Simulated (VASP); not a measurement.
# Sr (P6_3/mmc) in VASP: a series of runs

The runs below take Sr through single point, with PBEsol.

All numbers are computed with VASP 6.6.1; they aren't measurements. Logs are shortened: lines on timing, memory, paths and dates and some standing lists are left out, and cuts for length are marked.

**1. The cell of the first run**

It takes space group P6_3/mmc (No. 194, hexagonal). The conventional cell has a = 3.949 Å, b = 3.949 Å, c = 8.398 Å, α = 90.00°, β = 90.00°, γ = 120.00°. Sr (site symmetry -6m2) has 12 Sr at 3.95 to 4.78 Å within 5.2 Å.

**2. Single point, PBEsol**

INCAR reads:

```
  PREC = Accurate
  ENCUT = 520
  EDIFF = 1E-6
  ISMEAR = 0
  SIGMA = 0.15
  LREAL = False
  LASPH = True
  NELM = 100
  ALGO = Fast
  ISIF = 2
  LWAVE = False
  LCHARG = True
  GGA = PS
  LELF = True
  LVHAR = True
  NBANDS = 17
```

KPOINTS reads:

```
regular mesh
0
Gamma
  15 15 8
```

POSCAR reads:

```
Sr
1.0
    3.9490822119      0.0000000000      0.0000000000
   -1.9745411060      3.4200055171      0.0000000000
    0.0000000000      0.0000000000      8.3975258976
Sr
2
Direct
    0.3333333333      0.6666666667      0.2500000000
    0.6666666667      0.3333333333      0.7500000000
```

Potentials or basis: VASP PAW PBE potentials, release 64 (Sr_sv).

Command:

```
$ cat potpaw_PBE.64/Sr_sv/POTCAR > POTCAR
$ mpirun -np 1 vasp_std > vasp.out
```

OUTCAR:

```text
PREC = Accurate
   ENCUT = 520
   EDIFF = 1E-6
   ISMEAR = 0
   LREAL = False
   LASPH = True
   NELM = 100
   ISIF = 2
   GGA = PS

 ion  position               nearest neighbor table
   1  0.333  0.667  0.250-   2 4.78   2 4.78   2 4.78   2 4.78   2 4.78   2 4.78
   2  0.667  0.333  0.750-   1 4.78   1 4.78   1 4.78   1 4.78   1 4.78   1 4.78

  LATTYP: Found a hexagonal cell.
 ALAT       =     3.9490822119
 C/A-ratio  =     2.1264500071

  Lattice vectors:

 A1 = (   3.9490822119,   0.0000000000,   0.0000000000)
 A2 = (  -1.9745411060,   3.4200055171,   0.0000000000)
 A3 = (   0.0000000000,   0.0000000000,   8.3975258976)

Analysis of symmetry for initial positions (statically):
=====================================================================
 Subroutine PRICEL returns:
 Original cell was already a primitive cell.

 Routine SETGRP: Setting up the symmetry group for a
 hexagonal supercell.

 Subroutine GETGRP returns: Found 24 space group operations
 (whereof 12 operations were pure point group operations)
 out of a pool of 24 trial point group operations.

The static configuration has the point symmetry D_3d.
 The point group associated with its full space group is D_6h.

Analysis of symmetry for dynamics (positions and initial velocities):
=====================================================================
 Subroutine PRICEL returns:
 Original cell was already a primitive cell.

 Routine SETGRP: Setting up the symmetry group for a
 hexagonal supercell.

 Subroutine GETGRP returns: Found 24 space group operations
 (whereof 12 operations were pure point group operations)
 out of a pool of 24 trial point group operations.

The dynamic configuration has the point symmetry D_3d.
 The point group associated with its full space group is D_6h.

 Subroutine INISYM returns: Found 24 space group operations
 (whereof 12 operations are pure point group operations),
 and found     1 'primitive' translations

----------------------------------------------------------------------------------------

                                     Primitive cell

  volume of cell :     113.4160

  direct lattice vectors                    reciprocal lattice vectors
     3.949082212  0.000000000  0.000000000     0.253223394  0.146198595  0.000000000
[... 77 lines left out ...]
   PREC   = accura    normal or accurate (medium, high low for compatibility)
   ISTART =      0    job   : 0-new  1-cont  2-samecut
   ICHARG =      2    charge: 1-file 2-atom 10-const
   ISPIN  =      1    spin polarized calculation?
   LNONCOLLINEAR =      F non collinear calculations
   LSORBIT =      F    spin-orbit coupling
   LASPH  =      T    aspherical Exc in radial PAW
   ENCUT  =  520.0 eV  38.22 Ry    6.18 a.u.   7.34  7.34 15.61*2*pi/ulx,y,z
   NELM   =    100;   NELMIN=  2; NELMDL= -5     # of ELM steps
   EDIFF  = 0.1E-05   stopping-criterion for ELM
   LREAL  =      F    real-space projection
   EDIFFG = 0.1E-04   stopping-criterion for IOM
   NSW    =      0    number of steps for IOM
   IBRION =     -1    ionic relax: 0-MD 1-quasi-New 2-CG
   NFREE  =      0    steps in history (QN), initial steepest desc. (CG)
   ISIF   =      2    stress and relaxation
   ISYM   =      2    0-nonsym 1-usesym 2-fastsym
   POTIM  = 0.5000    time-step for ionic-motion
   TEBEG  =    0.0;   TEEND  =   0.0 temperature during run
   PSTRESS=    0.0 pullay stress
   NELECT =      20.0000    total number of electrons
   NUPDOWN=      -1.0000    fix difference up-down
   EMIN   =  10.00;   EMAX   =-10.00  energy-range for DOS
   EFERMI =   0.00;   METHOD = LEGACY
   ISMEAR =     0;   SIGMA  =   0.15  broadening in eV -4-tet -1-fermi 0-gaus
   EFERMI_NEDOS =   21; number of points for ismear=-14 and -15
   IALGO  =     68    algorithm
   IMIX   =      4    mixing-type and parameters
     AMIX     =   0.40;   BMIX     =  1.00
     AMIX_MAG =   1.60;   BMIX_MAG =  1.00
  volume/ion in A,a.u.               =      56.71       382.68
  Fermi-wavevector in a.u.,A,eV,Ry     =   0.918037  1.734838 11.466873  0.842791
  Thomas-Fermi vector in A             =   2.043073
   LORBIT       =      0    0 simple, 1 ext, 2 COOP (PROOUT), +10 PAW based schemes
   GGA     = PS    functional components
   LHFCALC =     F    Hartree Fock is set to
   AEXX    =    0.0000 exact exchange contribution
   IVDW    =     0    specifies the selected vdW correction
   LEPSILON=     F    determine dielectric tensor
   LRPA    =     F    only Hartree local field effects (RPA)
 non-spin polarized calculation
 RMM-DIIS sequential band-by-band and
 Gauss-broadening in eV      SIGMA  =   0.15
  energy-cutoff  :      520.00
  volume of cell :      113.42
 maximum number of plane-waves:      3104
 NGX is ok and might be reduce to    30

 number of electron      20.0000000 magnetization

 Free energy of the ion-electron system (eV)
  ---------------------------------------------------
  ext. energy  EPLUGINS =         0.00000000
  ---------------------------------------------------
  free energy    TOTEN  =        -3.30434728 eV

  energy without entropy =       -3.27751866  energy(sigma->0) =       -3.29093297

 E-fermi :   1.2892     XC(G=0):  -7.3089

 val. band max:        1.2863519624   @ k =   0.1333   0.0667   0.2500
 cond. band min:       1.2925270236   @ k =   0.3333   0.2000   0.2500
 fundamental gap:      0.0061750611
 Fermi energy:         1.2891599683

 k-point     1 :       0.0000    0.0000    0.0000
  band No.  band energies     occupation
      1     -35.2396      2.00000
      2     -35.2370      2.00000
      3     -17.2682      2.00000
      4     -17.1982      2.00000
      5     -17.0905      2.00000
      6     -17.0905      2.00000
[... 457 lines left out ...]
      4     -17.3698      2.00000
      5     -17.2391      2.00000
      6     -17.2318      2.00000
[... 9 lines left out ...]
     16       4.3147      0.00000
     17       4.7058      0.00000

 [... further k-points ...]
[... 5 lines left out ...]
  --------------------------------------------------------------------------------------
  -------------------------------------------------------------------------------------
  Total        1.3653813      1.3653813     -2.7444925     -0.0000000     -0.0000000      0.0000000
  in kB       19.2881329     19.2881329    -38.7702228     -0.0000000     -0.0000000      0.0000000
  external PRESSURE =      -0.0646523 kB  Pullay stress =       0.0000000 kB

 VOLUME and BASIS-vectors are now :
 -----------------------------------------------------------------------------
  energy-cutoff  :      520.00
  volume of cell :      113.42
      direct lattice vectors                 reciprocal lattice vectors
     3.949082212  0.000000000  0.000000000     0.253223394  0.146198595  0.000000000
    -1.974541106  3.420005517  0.000000000     0.000000000  0.292397189  0.000000000
     0.000000000  0.000000000  8.397525898     0.000000000  0.000000000  0.119082693

 POSITION                                       TOTAL-FORCE (eV/Angst)
 -----------------------------------------------------------------------------------
     -0.00000      2.28000      2.09938        -0.000000      0.000000      0.000000
      1.97454      1.14000      6.29814         0.000000     -0.000000     -0.000000
 -----------------------------------------------------------------------------------
    total drift:                               -0.000000      0.000000     -0.000000

  FREE ENERGIE OF THE ION-ELECTRON SYSTEM (eV)
  ---------------------------------------------------
  free  energy   TOTEN  =        -3.3043472800 eV

  energy  without entropy=       -3.2775186603  energy(sigma->0) =       -3.29093297
```

OSZICAR:

```text
N       E                     dE             d eps       ncg     rms          rms(c)
DAV:   1     0.108252283322E+03    0.10825E+03   -0.93153E+03  4590   0.980E+02
DAV:   2     0.545877725988E+01   -0.10279E+03   -0.10115E+03  5844   0.228E+02
DAV:   3    -0.306729081442E+01   -0.85261E+01   -0.84912E+01  8376   0.469E+01
DAV:   4    -0.330668400393E+01   -0.23939E+00   -0.23896E+00  6213   0.705E+00
DAV:   5    -0.331256655468E+01   -0.58826E-02   -0.58815E-02  7559   0.856E-01    0.165E+01
RMM:   6    -0.330540992073E+01    0.71566E-02   -0.12524E-02  4913   0.112E+00    0.932E+00
RMM:   7    -0.330376696721E+01    0.16430E-02   -0.25159E-02  5112   0.164E+00    0.370E-01
RMM:   8    -0.330414420013E+01   -0.37723E-03   -0.61788E-03  6648   0.455E-01    0.899E-02
RMM:   9    -0.330429693364E+01   -0.15273E-03   -0.12127E-03  7493   0.132E-01    0.751E-02
RMM:  10    -0.330433608610E+01   -0.39152E-04   -0.28903E-04  7261   0.630E-02    0.492E-02
RMM:  11    -0.330434596784E+01   -0.98817E-05   -0.49977E-05  7437   0.342E-02    0.895E-03
RMM:  12    -0.330434673604E+01   -0.76820E-06   -0.25089E-05  6785   0.166E-02    0.779E-03
RMM:  13    -0.330434727998E+01   -0.54394E-06   -0.50183E-06  5790   0.964E-03
   1 F= -.33043473E+01 E0= -.32909330E+01  d E =-.268286E-01
```

stdout:

```text
POSCAR found type information on POSCAR Sr
 POSCAR found :  1 types and       2 ions
 scaLAPACK will be used
 -----------------------------------------------------------------------------
|                                                                             |
|                                                                             |
|     You enforced a specific xc type in the INCAR file but a different       |
|     I HOPE YOU KNOW WHAT YOU ARE DOING!                                     |
|                                                                             |
 -----------------------------------------------------------------------------

 LDA part: xc-table for (Slater+PW92), standard interpolation
 POSCAR, INCAR and KPOINTS ok, starting setup
 FFT: planning ... GRIDC
 FFT: planning ... GRID_SOFT
 FFT: planning ... GRID
 WAVECAR not read
 entering main loop
WARNING in EDDRMM: call to ZHEGV failed, returncode =   6  3      9
WARNING in EDDRMM: call to ZHEGV failed, returncode =   6  3      9
WARNING in EDDRMM: call to ZHEGV failed, returncode =   8  4     16
WARNING in EDDRMM: call to ZHEGV failed, returncode =   6  3      9
```

Wall time 2.6 min (1 thread of Intel Xeon Platinum 8488C (Sapphire Rapids), shared host); peak memory 0.38 GiB.

Results:

* Free energy: -3.3043 eV
* Pressure: 0.0 GPa
* Band gap on the k mesh: zero (band 10 reaches 1.83 eV, above the bottom of band 11 at 0.73 eV)

Caveat: the PAW data sets were made with another functional, which shifts forces and pressure a little.

**3. Single point, PBEsol**

This run uses another cell than the first one, of the same volume but with other edges.

INCAR reads:

```
  PREC = Accurate
  ENCUT = 520
  EDIFF = 1E-6
  ISMEAR = 0
  SIGMA = 0.15
  LREAL = F
  LASPH = T
  NELM = 100
  ALGO = Fast
  ISIF = 2
  LWAVE = F
  LCHARG = F
  GGA = PS
  NBANDS = 17
```

KPOINTS reads:

```
Automatic mesh
0
Gamma
  12 12 8
```

POSCAR reads:

```
Sr
1.0
    4.5499258304      0.0000000000      0.0000000000
   -2.2749629152      3.9403513544      0.0000000000
    0.0000000000      0.0000000000      6.3260856479
Sr
2
Direct
    0.3333333333      0.6666666667      0.2500000000
    0.6666666667      0.3333333333      0.7500000000
```

Potentials or basis: VASP PAW PBE potentials, release 64 (Sr_sv).

Command:

```
$ cat potpaw_PBE.64/Sr_sv/POTCAR > POTCAR
$ mpirun -np 1 vasp_std > vasp.out
```

Run time: 3.1 min. Hardware: 1 thread of Intel Xeon Platinum 8375C at 2.90GHz (Ice Lake), shared host; peak memory 0.33 GiB.

It converged, with:

```yaml
Free_energy: -3.5503 eV
Pressure: -0.6 GPa
Band_gap_on_the_k_mesh: zero (band 10 reaches 1.45 eV, above the bottom of band 11 at 1.11 eV)
```

Stress tensor (GPa, compression positive):
```
-1.52  0.00  0.00
 0.00 -1.52  0.00
 0.00  0.00  1.10
```

Levels at points of the mesh, in eV from the Fermi level:
| k point | band 8 | band 9 | band 10 | band 11 | band 12 | band 13 |
| --- | --- | --- | --- | --- | --- | --- |
| (0.00, 0.00, 0.00) | -18.49 | -3.59 | -0.72 | 0.76 | 2.03 | 2.03 |
| (0.50, 0.00, 0.00) | -18.51 | -1.34 | -0.70 | 0.12 | 0.30 | 1.67 |
| (0.00, 0.00, 0.50) | -18.53 | -2.44 | -2.44 | 1.80 | 1.80 | 1.87 |
| (0.50, 0.00, 0.50) | -18.53 | -0.81 | -0.81 | 0.19 | 0.19 | 1.55 |

Caveat: the PAW data sets were made with another functional, which shifts forces and pressure a little.

(Part 1 of 2 ends here.)
